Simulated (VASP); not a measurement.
# H14CO8 in VASP: notebook

Runs on H14CO8. Level: r2SCAN+D3(BJ). Tasks: single point.

Everything below comes from runs of VASP 6.6.1. Logs are shortened: lines on timing, memory, paths and dates and some standing lists are left out, and cuts for length are marked.

## (1) The cell of the first run

The cell holds a disordered packing, 23 atoms: a = 5.247 Å, b = 5.247 Å, c = 5.247 Å, α = 90.00°, β = 90.00°, γ = 90.00°.

## (2) Single point, r2SCAN+D3(BJ)

File POSCAR:

```
H14CO8
1.0
    5.2466880000      0.0000000000      0.0000000000
    0.0000000000      5.2466880000      0.0000000000
    0.0000000000      0.0000000000      5.2466880000
O H C
8 14 1
Direct
    0.3508308480      0.1698976573      0.5322214700
    0.3476478876      0.3669553059      0.0427507792
    0.7085612867      0.8862543380      0.4040072518
    0.5131427674      0.8314006855      0.8659176989
    0.1494657201      0.8170868937      0.2463077660
    0.8534908117      0.1470451454      0.9818384474
    1.1217743460      0.5714652749      0.6742920486
    0.9091640288      0.3987086711      0.3726541391
    0.2393128770      0.1035129209      0.4065040650
    0.5318593368      0.0822423594      0.4812369251
    0.4514085839      0.4562878525     -0.0936972048
    0.2256661726      0.2349672784     -0.0252730866
    0.8490117956      0.9169594228      0.2736392940
    0.6870048305      0.7060263541      0.3771522149
    0.4656842564      0.9314256918      1.0088459615
    0.4009005300      0.9023025573      0.7427352265
    0.1820577095      0.7104291317      0.3907989192
    0.2341667734      0.7149462671      0.0978522070
    0.7061597717      0.2307169780      1.0356057002
    0.7892979342      0.0542056246      0.8363371331
    1.2434129874      0.4075904647      0.6319605816
    0.7474238987      0.4716689843      0.7151178038
    0.9086875377      0.4905380308      0.5782314481
```

File INCAR.step1:

```
ALGO = Normal
EDIFF = 1E-4
ENCUT = 520
GGA = PE
ISMEAR = -1
LASPH = True
LCHARG = False
LREAL = Auto
LWAVE = True
NBANDS = 50
NELM = 60
PREC = Accurate
SIGMA = 0.05
```

File INCAR.step2:

```
ALGO = Normal
EDIFF = 1E-7
ENCUT = 520
ISIF = 2
ISMEAR = -1
ISTART = 1
IVDW = 12
LASPH = True
LCHARG = False
LMIXTAU = True
LREAL = Auto
LWAVE = False
METAGGA = R2SCAN
NBANDS = 50
NELM = 60
PREC = Accurate
SIGMA = 0.05
VDW_A1 = 0.49484001
VDW_A2 = 5.73083694
VDW_S6 = 1.0
VDW_S8 = 0.78981345
```

File KPOINTS:

```
k-points
0
Gamma
  1 1 1
```

Potentials or basis: VASP PAW PBE potentials, release 64 (O, H, C).

The run is started by

```sh
$ cat potpaw_PBE.64/O/POTCAR potpaw_PBE.64/H/POTCAR potpaw_PBE.64/C/POTCAR > POTCAR
$ cp INCAR.step1 INCAR
$ mpirun -np 1 vasp_gam > vasp.out
$ cp INCAR.step2 INCAR
$ mpirun -np 1 vasp_gam > vasp.out
```

OUTCAR:

```text
EDIFF = 1E-7
   ENCUT = 520
   ISIF = 2
   ISMEAR = -1
   ISTART = 1
   IVDW = 12
   LASPH = True
   LREAL = Auto
   METAGGA = R2SCAN
   NELM = 60
   PREC = Accurate
 IVDW          = 12

 ion  position               nearest neighbor table
   1  0.351  0.170  0.532-   9 0.95  10 1.09
   2  0.348  0.367  0.043-  12 1.01  11 1.01
   3  0.709  0.886  0.404-  14 0.96  13 1.02
   4  0.513  0.831  0.866-  15 0.95  16 0.95
   5  0.149  0.817  0.246-  17 0.96  18 1.04
   6  0.853  0.147  0.982-  19 0.93  20 0.97
   7  0.122  0.571  0.674-  21 1.09  23 1.30
   8  0.909  0.399  0.373-  23 1.18
   9  0.239  0.104  0.407-   1 0.95
  10  0.532  0.082  0.481-   1 1.09
  11  0.451  0.456  0.906-   2 1.01
  12  0.226  0.235  0.975-   2 1.01
  13  0.849  0.917  0.274-   3 1.02
  14  0.687  0.706  0.377-   3 0.96
  15  0.466  0.931  0.009-   4 0.95
  16  0.401  0.902  0.743-   4 0.95
  17  0.182  0.710  0.391-   5 0.96
  18  0.234  0.715  0.098-   5 1.04
  19  0.706  0.231  0.036-   6 0.93
  20  0.789  0.054  0.836-   6 0.97
  21  0.243  0.408  0.632-   7 1.09
  22  0.747  0.472  0.715-  23 1.11
  23  0.909  0.491  0.578-  22 1.11   8 1.18   7 1.30

  LATTYP: Found a simple cubic cell.
 ALAT       =     5.2466880000

  Lattice vectors:

 A1 = (   5.2466880000,   0.0000000000,   0.0000000000)
 A2 = (   0.0000000000,   5.2466880000,   0.0000000000)
 A3 = (   0.0000000000,   0.0000000000,   5.2466880000)

Analysis of symmetry for initial positions (statically):
=====================================================================
 Subroutine PRICEL returns:
 Original cell was already a primitive cell.

 Routine SETGRP: Setting up the symmetry group for a
 simple cubic supercell.

 Subroutine GETGRP returns: Found  1 space group operations
 (whereof  1 operations were pure point group operations)
 out of a pool of 48 trial point group operations.

The static configuration has the point symmetry C_1 .

Analysis of symmetry for dynamics (positions and initial velocities):
=====================================================================
 Subroutine PRICEL returns:
 Original cell was already a primitive cell.

 Routine SETGRP: Setting up the symmetry group for a
 simple cubic supercell.

 Subroutine GETGRP returns: Found  1 space group operations
 (whereof  1 operations were pure point group operations)
 out of a pool of 48 trial point group operations.

The dynamic configuration has the point symmetry C_1 .

 Subroutine INISYM returns: Found  1 space group operations
 (whereof  1 operations are pure point group operations),
 and found     1 'primitive' translations

----------------------------------------------------------------------------------------

                                     Primitive cell

  volume of cell :     144.4294

  direct lattice vectors                    reciprocal lattice vectors
     5.246688000  0.000000000  0.000000000     0.190596430  0.000000000  0.000000000
     0.000000000  5.246688000  0.000000000     0.000000000  0.190596430  0.000000000
     0.000000000  0.000000000  5.246688000     0.000000000  0.000000000  0.190596430

  length of vectors
     5.246688000  5.246688000  5.246688000     0.190596430  0.190596430  0.190596430

  position of ions in fractional coordinates (direct lattice)
     0.350830848  0.169897657  0.532221470
     0.347647888  0.366955306  0.042750779
     0.708561287  0.886254338  0.404007252
     0.513142767  0.831400686  0.865917699
     0.149465720  0.817086894  0.246307766
     0.853490812  0.147045145  0.981838447
[... 15 lines left out ...]
     0.747423899  0.471668984  0.715117804
     0.908687538  0.490538031  0.578231448

  ion indices of the primitive-cell ions
   primitive index   ion index
                 1           1
                 2           2
                 3           3
                 4           4
                 5           5
                 6           6
[... 15 lines left out ...]
                22          22
                23          23

----------------------------------------------------------------------------------------

 KPOINTS: k-points

Automatic generation of k-mesh.
 Grid dimensions read from file:
 generate k-points for:    1    1    1

 Generating k-lattice:

  Cartesian coordinates                     Fractional coordinates (reciprocal lattice)
     0.190596430  0.000000000  0.000000000     1.000000000  0.000000000  0.000000000
     0.000000000  0.190596430  0.000000000     0.000000000  1.000000000  0.000000000
     0.000000000  0.000000000  0.190596430     0.000000000  0.000000000  1.000000000

  Length of vectors
     0.190596430  0.190596430  0.190596430

  Shift w.r.t. Gamma in fractional coordinates (k-lattice)
     0.000000000  0.000000000  0.000000000

 Subroutine IBZKPT returns following result:
 ===========================================

 Found      1 irreducible k-points:

 Following reciprocal coordinates:
            Coordinates               Weight
  0.000000  0.000000  0.000000      1.000000
   k-points           NKPTS =      1   k-points in BZ     NKDIM =      1   number of bands    NBANDS=     50
   number of dos      NEDOS =    301   number of ions     NIONS =     23
   total plane-waves  NPLWV =  64000
   dimension x,y,z NGX =    40 NGY =   40 NGZ =   40
   dimension x,y,z NGXF=    80 NGYF=   80 NGZF=   80
   ions per type =               8  14   1
   NGX,Y,Z   is equivalent  to a cutoff of  12.67, 12.67, 12.67 a.u.
   NGXF,Y,Z  is equivalent  to a cutoff of  25.35, 25.35, 25.35 a.u.
 SYSTEM =  unknown system
   PREC   = accura    normal or accurate (medium, high low for compatibility)
   ISTART =      1    job   : 0-new  1-cont  2-samecut
   ICHARG =      0    charge: 1-file 2-atom 10-const
   ISPIN  =      1    spin polarized calculation?
   LNONCOLLINEAR =      F non collinear calculations
   LSORBIT =      F    spin-orbit coupling
   LASPH  =      T    aspherical Exc in radial PAW
   ENCUT  =  520.0 eV  38.22 Ry    6.18 a.u.   9.76  9.76  9.76*2*pi/ulx,y,z
   NELM   =     60;   NELMIN=  2; NELMDL=  0     # of ELM steps
   EDIFF  = 0.1E-06   stopping-criterion for ELM
   LREAL  =      T    real-space projection
   EDIFFG = 0.1E-05   stopping-criterion for IOM
   NSW    =      0    number of steps for IOM
   IBRION =     -1    ionic relax: 0-MD 1-quasi-New 2-CG
   NFREE  =      0    steps in history (QN), initial steepest desc. (CG)
   ISIF   =      2    stress and relaxation
   ISYM   =      2    0-nonsym 1-usesym 2-fastsym
   POTIM  = 0.5000    time-step for ionic-motion
   TEBEG  =    0.0;   TEEND  =   0.0 temperature during run
   PSTRESS=    0.0 pullay stress
   NELECT =      66.0000    total number of electrons
   NUPDOWN=      -1.0000    fix difference up-down
   EMIN   =  10.00;   EMAX   =-10.00  energy-range for DOS
   EFERMI =   0.00;   METHOD = LEGACY
   ISMEAR =    -1;   SIGMA  =   0.05  broadening in eV -4-tet -1-fermi 0-gaus
   EFERMI_NEDOS =   21; number of points for ismear=-14 and -15
   IALGO  =     38    algorithm
   IMIX   =      4    mixing-type and parameters
     AMIX     =   0.40;   BMIX     =  1.00
     AMIX_MAG =   1.60;   BMIX_MAG =  1.00
  volume/ion in A,a.u.               =       6.28        42.38
  Fermi-wavevector in a.u.,A,eV,Ry     =   1.260968  2.382885 21.633829  1.590042
  Thomas-Fermi vector in A             =   2.394451
   LORBIT       =      0    0 simple, 1 ext, 2 COOP (PROOUT), +10 PAW based schemes
   METAGGA = R2SCAN    functional components
   LHFCALC =     F    Hartree Fock is set to
   AEXX    =    0.0000 exact exchange contribution
   IVDW    =    12    specifies the selected vdW correction
   LEPSILON=     F    determine dielectric tensor
   LRPA    =     F    only Hartree local field effects (RPA)
 non-spin polarized calculation
  energy-cutoff  :      520.00
  volume of cell :      144.43
 maximum number of plane-waves:      1944
 NGX is ok and might be reduce to    40
   NGX = 19   NGY = 19   NGZ = 19

 number of electron      66.0000004 magnetization

 Free energy of the ion-electron system (eV)
  ---------------------------------------------------
  ext. energy  EPLUGINS =         0.00000000
  ---------------------------------------------------
  free energy    TOTEN  =      -124.25327323 eV

  energy without entropy =     -124.25327323  energy(sigma->0) =     -124.25327323

 E-fermi :   0.1144     XC(G=0):  -9.8655

 val. band max:       -1.1054163821   @ k =   0.0000   0.0000   0.0000
 cond. band min:       4.5135965895   @ k =   0.0000   0.0000   0.0000
 fundamental gap:      5.6190129717
 Fermi energy:         0.1144082433

 k-point     1 :       0.0000    0.0000    0.0000
  band No.  band energies     occupation
      1     -24.3936      2.00000
      2     -22.1776      2.00000
      3     -21.6253      2.00000
      4     -21.3483      2.00000
      5     -21.0738      2.00000
      6     -20.7327      2.00000
[... 37 lines left out ...]
     44      11.7022      0.00000
     45      12.1244      0.00000
 [bands above 45 left out]

------------------------ aborting loop because EDIFF is reached ----------------------------------------

 Edisp (eV)   -0.69737

 E8    (eV) :    -0.1044

  FORCE on cell =-STRESS in cart. coord.  units (eV):
  Direction    XX          YY          ZZ          XY          YZ          ZX
  --------------------------------------------------------------------------------------
  -------------------------------------------------------------------------------------
  Total       7.80344     5.86788    13.64083     1.86881    -0.77235     6.15950
  in kB      86.56478    65.09331   151.31978    20.73099    -8.56784    68.32823
  external pressure =      100.99 kB  Pullay stress =        0.00 kB

 VOLUME and BASIS-vectors are now :
 -----------------------------------------------------------------------------
  energy-cutoff  :      520.00
  volume of cell :      144.43
      direct lattice vectors                 reciprocal lattice vectors
     5.246688000  0.000000000  0.000000000     0.190596430  0.000000000  0.000000000
     0.000000000  5.246688000  0.000000000     0.000000000  0.190596430  0.000000000
     0.000000000  0.000000000  5.246688000     0.000000000  0.000000000  0.190596430

 POSITION                                       TOTAL-FORCE (eV/Angst)
 -----------------------------------------------------------------------------------
      1.84070      0.89140      2.79240         2.081608      0.042958      1.373567
      1.82400      1.92530      0.22430         1.092108     -0.241629     -0.682174
      3.71760      4.64990      2.11970         0.945384      0.361676     -1.185093
      2.69230      4.36210      4.54320         0.463423     -1.263072      0.202493
      0.78420      4.28700      1.29230         1.726814     -0.454709     -3.263198
      4.47800      0.77150      5.15140         2.077633     -0.654719     -1.473407
[... 15 lines left out ...]
      3.92150      2.47470      3.75200         0.072054      0.811393     -0.307933
      4.76760      2.57370      3.03380        -0.797461     -0.956659      2.608309
 -----------------------------------------------------------------------------------
    total drift:                               -0.001047      0.001803      0.000086

  FREE ENERGIE OF THE ION-ELECTRON SYSTEM (eV)
  ---------------------------------------------------
  free  energy   TOTEN  =      -124.9506476059 eV

  energy  without entropy=     -124.9506476058  energy(sigma->0) =     -124.95064761
```

It took 71 s on 1 thread of Intel Xeon Platinum 8488C (Sapphire Rapids), shared host; peak memory 0.27 GiB.

Results:

| Property | Result |
| --- | --- |
| Free energy | -124.9506 eV |
| Pressure | 10.1 GPa |
| Largest force | 3.720 eV/Å |
| Dispersion energy per atom | -0.030 eV |

Forces in eV/Å, atoms in the order of the input:
```
O    2.082  0.043  1.374
O    1.092 -0.242 -0.682
O    0.945  0.362 -1.185
O    0.463 -1.263  0.202
O    1.727 -0.455 -3.263
O    2.078 -0.655 -1.473
O    1.504 -0.049  1.268
O   -1.389 -1.475 -2.929
H   -0.728 -0.446 -1.143
H   -1.688  0.611  0.140
H   -1.502 -0.919  1.257
H    0.729  1.675  0.431
H   -0.704  0.298  0.683
H   -0.830  0.065  0.046
H    0.137  0.395  1.268
H   -0.687  0.311 -1.207
H    0.184 -0.302  0.408
H   -1.552  0.954  1.901
H   -1.385  1.187  1.146
H    0.173 -0.660 -0.051
H    0.076  0.709 -0.489
H    0.072  0.811 -0.308
C   -0.797 -0.957  2.608
```

Stress tensor (GPa, compression positive):
```
 8.66  2.07  6.83
 2.07  6.51 -0.86
 6.83 -0.86 15.13
```

Caveat: the k points lie up to 1.20 Å⁻¹ apart, too coarse for converged energies, forces and pressures; the atoms stand as in a frame of molecular dynamics; the PAW data sets were made with another functional, which shifts forces and pressure a little.

(Part 1 of 2 ends here.)
